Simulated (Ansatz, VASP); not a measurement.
# One calculation of Pt, two programs

```
Pt
1.0
     2.78616    0.00000    0.00000
    -1.39308    2.41288    0.00000
     0.00000    0.00000   24.09955
Pt
5
Direct
  0.66667 0.33333 0.31116
  0.33333 0.66667 0.40661
  0.00000 0.00000 0.50000
  0.66667 0.33333 0.59339
  0.33333 0.66667 0.68884
```

Alike in both runs: functional r2SCAN; k mesh 15 × 15 × 1; occupations gaussian, width 0.1 eV; no spin polarisation.

Ansatz relaxed the structure, and its values are those at the end. VASP's run is a single point on that final structure, the one shown.

```csv
,VASP,Ansatz
version,VASP 6.6.1,Ansatz 0.2.0
potentials or method,"VASP PAW PBE potentials, release 64 (Pt), cutoff 520 eV","scalar-relativistic, plane waves, PAW"
valence electrons in the cell,50,90
```

|  | VASP | Ansatz | Ansatz less VASP |
| --- | --- | --- | --- |
| gap on the k mesh at the Fermi level (eV) | none | none | - |
| rms of the force components (eV/Å) | 0.011 | 0.002 | -0.0088 |
| work function, face that differs most (eV) | 5.73 | 5.73 | -0.001 |

VASP's potentials were made for PBE, not for r2SCAN. A gap of «none» marks a metal or a gap that the smearing closes. VASP's potentials hold 50 valence electrons a cell and Ansatz's 90, so a difference there can come from the potentials and not from the codes. Ansatz's warnings: xc potential rough in thin density.

Neither program's run includes spin-orbit coupling.
